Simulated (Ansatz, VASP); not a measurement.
**Two plane-wave programs on Sb2Se3**

File POSCAR:

```
Sb2Se3
1.0
   11.6654160322      0.0000000000      0.0000000000
    0.0000000000      3.9903715114      0.0000000000
    0.0000000000      0.0000000000     11.3600401068
Sb Se
8 12
Direct
    0.0197182551      0.2500000000      0.3292370596
    0.9802817449      0.7500000000      0.6707629404
    0.4802817449      0.7500000000      0.8292370596
    0.5197182551      0.2500000000      0.1707629404
    0.1513270779      0.7500000000      0.0397940397
    0.8486729221      0.2500000000      0.9602059603
    0.3486729221      0.2500000000      0.5397940397
    0.6513270779      0.7500000000      0.4602059603
    0.0558595029      0.2500000000      0.8674617196
    0.9441404971      0.7500000000      0.1325382804
    0.4441404971      0.7500000000      0.3674617196
    0.5558595029      0.2500000000      0.6325382804
    0.1286988383      0.7500000000      0.4467201863
    0.8713011617      0.2500000000      0.5532798137
    0.3713011617      0.2500000000      0.9467201863
    0.6286988383      0.7500000000      0.0532798137
    0.2160943473      0.2500000000      0.1984400826
    0.7839056527      0.7500000000      0.8015599174
    0.2839056527      0.7500000000      0.6984400826
    0.7160943473      0.2500000000      0.3015599174
```

File INCAR.step1:

```
SYSTEM = Sb2Se3
ALGO = Normal
EDIFF = 1E-5
ENCUT = 520
GGA = PE
ISIF = 2
ISMEAR = 0
LASPH = .True.
LCHARG = .False.
LREAL = Auto
LWAVE = .True.
NBANDS = 72
NELM = 60
PREC = Accurate
SIGMA = 0.01
```

The input INCAR.step2:

```
SYSTEM = Sb2Se3
ALGO = Normal
EDIFF = 1E-6
ENCUT = 520
GGA = PE
HFSCREEN = 0.2079
ISIF = 2
ISMEAR = 0
ISTART = 1
LASPH = .True.
LCHARG = .False.
LHFCALC = .True.
LREAL = Auto
LWAVE = .False.
NBANDS = 72
NELM = 60
PREC = Accurate
PRECFOCK = Fast
SIGMA = 0.01
```

File KPOINTS:

```
k-points
0
Gamma
  1 4 1
  0 0 0
```

Input for Ansatz:

```yaml
crystal:
  lattice:
    - [11.6654160322, 0.0, 0.0]
    - [0.0, 3.9903715114, 0.0]
    - [0.0, 0.0, 11.3600401068]
  atoms:
    - { symbol: Sb, position: [0.0197182551, 0.25, 0.3292370596] }
    - { symbol: Sb, position: [0.9802817449, 0.75, 0.6707629404] }
    - { symbol: Sb, position: [0.4802817449, 0.75, 0.8292370596] }
    - { symbol: Sb, position: [0.5197182551, 0.25, 0.1707629404] }
    - { symbol: Sb, position: [0.1513270779, 0.75, 0.0397940397] }
    - { symbol: Sb, position: [0.8486729221, 0.25, 0.9602059603] }
    - { symbol: Sb, position: [0.3486729221, 0.25, 0.5397940397] }
    - { symbol: Sb, position: [0.6513270779, 0.75, 0.4602059603] }
    - { symbol: Se, position: [0.0558595029, 0.25, 0.8674617196] }
    - { symbol: Se, position: [0.9441404971, 0.75, 0.1325382804] }
    - { symbol: Se, position: [0.4441404971, 0.75, 0.3674617196] }
    - { symbol: Se, position: [0.5558595029, 0.25, 0.6325382804] }
    - { symbol: Se, position: [0.1286988383, 0.75, 0.4467201863] }
    - { symbol: Se, position: [0.8713011617, 0.25, 0.5532798137] }
    - { symbol: Se, position: [0.3713011617, 0.25, 0.9467201863] }
    - { symbol: Se, position: [0.6286988383, 0.75, 0.0532798137] }
    - { symbol: Se, position: [0.2160943473, 0.25, 0.1984400826] }
    - { symbol: Se, position: [0.7839056527, 0.75, 0.8015599174] }
    - { symbol: Se, position: [0.2839056527, 0.75, 0.6984400826] }
    - { symbol: Se, position: [0.7160943473, 0.25, 0.3015599174] }
scf:
  occupations: { method: fixed }
output:
  eigenvalues: true
hamiltonian:
  xc: hse06
kpoints:
  mp_grid: { grid: [1, 4, 1] }
```

Alike in both runs: task single point; functional HSE06; k mesh 1 × 4 × 1; no spin polarisation.

|  | VASP | Ansatz |
| --- | --- | --- |
| version | VASP 6.6.1 | Ansatz 0.2.0 |
| potentials or method | VASP PAW PBE potentials, release 64 (Sb, Se) | scalar-relativistic, plane waves, PAW |
| plane-wave cutoff (eV) | 520 | 420 |
| occupations | gaussian, width 0.01 eV | fixed |
| valence electrons in the cell | 112 | 312 |

|  | VASP | Ansatz | Ansatz less VASP |
| --- | --- | --- | --- |
| gap on the k mesh at the Fermi level (eV) | 1.45 | 1.45 | 0.000 |
| least direct gap on the mesh (eV) | 1.45 | 1.45 | 0.000 |

VASP's potentials hold 112 valence electrons a cell and Ansatz's 312, so a difference there can come from the potentials and not from the codes.

The k mesh is coarse, so the values compare programs but aren't converged. Spin-orbit coupling is off throughout.
